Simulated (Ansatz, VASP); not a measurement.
## ZnS in VASP and in Ansatz

File INCAR:

```
PREC = Accurate ; ENCUT = 520
EDIFF = 1E-7 ; ISMEAR = -1
SIGMA = 0.03 ; LREAL = False
LASPH = True ; NELM = 60
ALGO = Normal ; ISIF = 2
LWAVE = False ; LCHARG = True
GGA = PS ; LELF = True
LVHAR = True ; NBANDS = 26
```

The input KPOINTS:

```
Automatic mesh
0
Gamma
  8 8 5
```

Contents of POSCAR:

```
ZnS
1.0
    3.8236600001      0.0000000000      0.0000000000
   -1.9118300001      3.3113866955      0.0000000000
    0.0000000000      0.0000000000      6.2547111156
Zn S
2 2
Direct
    0.3333333333      0.6666666667      0.0000000000
    0.6666666667      0.3333333333      0.5000000000
    0.3333333333      0.6666666667      0.3850000000
    0.6666666667      0.3333333333      0.8850000000
```

Input for Ansatz:

```yaml
crystal:
  lattice:
    - [3.8236600001, 0.0, 0.0]
    - [-1.9118300001, 3.3113866955, 0.0]
    - [0.0, 0.0, 6.2547111156]
  atoms:
    - { symbol: Zn, position: [0.3333333333, 0.6666666667, 0.0] }
    - { symbol: Zn, position: [0.6666666667, 0.3333333333, 0.5] }
    - { symbol: S, position: [0.3333333333, 0.6666666667, 0.385] }
    - { symbol: S, position: [0.6666666667, 0.3333333333, 0.885] }
kpoints:
  mp_grid: { grid: [8, 8, 5] }
  band_path:
    path:
      - [0.0, 0.0, 0.0]
      - [0.5, 0.0, 0.0]
      - [0.3333333333, 0.3333333333, 0.0]
      - [0.0, 0.0, 0.0]
      - [0.0, 0.0, 0.5]
      - [0.5, 0.0, 0.5]
      - [0.3333333333, 0.3333333333, 0.5]
      - [0.0, 0.0, 0.5]
      - [0.5, 0.0, 0.5]
    npoints: 5
scf:
  occupations: { method: fermi_dirac, width: 0.03 }
hamiltonian:
  xc: pbesol
  pseudopotentials: { kind: all_electron, lapw: { basis_error: 0.001 } }
output:
  forces: true
  stress: true
  eigenvalues: true
```

Change from the starting cell: volume scaled by 1.01.

Alike in both runs: task single point; functional PBEsol; k mesh 8 × 8 × 5; occupations fermi-dirac, width 0.03 eV; no spin polarisation.

|  | VASP | Ansatz |
| --- | --- | --- |
| version | VASP 6.6.1 | Ansatz 0.2.0 |
| potentials or method | VASP PAW PBE potentials, release 64 (Zn, S), cutoff 520 eV | all-electron LAPW, scalar-relativistic |

Ansatz gave:

```
gap on the k mesh at the Fermi level (eV)                     : 2.07
pressure (GPa)                                                : -2.0
traceless stress, the component that is largest in VASP (GPa) : -1.12
rms of the force components (eV/Å)                            : 0.170
```

Task: Estimate VASP's values.

Result: gap on the k mesh at the Fermi level (eV): 2.07; pressure (GPa): -1.8; traceless stress, the component that is largest in VASP (GPa): -1.14; rms of the force components (eV/Å): 0.171.

VASP's potentials were made for PBE, not for PBEsol. Atom by atom the forces differ by 0.001 eV/Å (rms over components). Ansatz ran all-electron here, and VASP with PAW potentials.
